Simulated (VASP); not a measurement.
**AlN: single point with r2SCAN+rVV10**

**The experiment to reproduce.**

“Structural and optical properties of self-assembled AlN nanowires grown on SiO2/Si substrates by molecular beam epitaxy”, 2024, arxiv:2402.00216 quotes, for a bulk crystal of AlN at 0 K: band gap 6.0343 eV (an exciton energy, a little under the gap).

The system is AlN.

```
Al N
1.0
     3.10326    0.00000    0.00000
    -1.55163    2.68751    0.00000
     0.00000    0.00000    4.97204
Al N
2 2
Cartesian
  0.0000 1.7917 -0.0042
  1.5516 0.8958 2.4819
  0.0000 1.7917 1.8935
  1.5516 0.8958 4.3795
```

| Property | Result |
| --- | --- |
| Program | VASP 6.6.1 |
| Task | single point |
| Functional | r2SCAN |
| Dispersion | rVV10 |
| Potentials or basis | VASP PAW PBE potentials, release 64 (Al, N) |
| Cutoff | 520 eV |
| k mesh | 12 × 12 × 4 |
| Occupations | gaussian, width 0.01 eV |
| Spin | no spin polarisation |

```yaml
Pressure: -0.3 GPa
Band_gap_on_the_k_mesh: 4.91 eV
```

Forces in eV/Å, atoms in the order of the input:
```
Al   0.000  0.000 -0.002
Al   0.000  0.000 -0.002
N    0.000  0.000  0.002
N    0.000  0.000  0.002
```

Levels at points of the mesh, in eV from the valence-band top:
| k point | band 6 | band 7 | band 8 | band 9 | band 10 | band 11 |
| --- | --- | --- | --- | --- | --- | --- |
| (0.00, 0.00, 0.00) | -0.23 | -0.23 | 0.00 | 4.91 | 7.54 | 11.61 |
| (0.50, 0.00, 0.00) | -2.15 | -1.78 | -0.71 | 6.42 | 6.53 | 9.05 |
| (0.00, 0.00, 0.50) | -0.57 | -0.57 | -0.57 | 7.25 | 7.25 | 11.31 |
| (0.50, 0.00, 0.50) | -1.51 | -1.40 | -1.40 | 5.97 | 5.97 | 10.14 |

Run time: 3.4 min on 1 thread of Intel(R) Xeon(R) Platinum 8259CL CPU @ 2.50GHz (Skylake/Cascade Lake), on a shared host, peak memory 0.28 GiB.

A measured gap of AlN is 6.0343 eV (an exciton energy, a little under the gap; 0 K; quoted in “Structural and optical properties of self-assembled AlN nanowires grown on SiO2/Si substrates by molecular beam epitaxy”, 2024, arxiv:2402.00216); the calculated 4.91 eV misses it by -1.13 eV. 2 values of this kind are on record (6.034 to 6.0343 eV); this one was drawn at random. The value is that of r2SCAN+rVV10 on a finite k mesh, which can miss the band edges, without temperature or zero-point motion.

Caveat: the PAW data sets were made with another functional, which shifts forces and pressure a little.
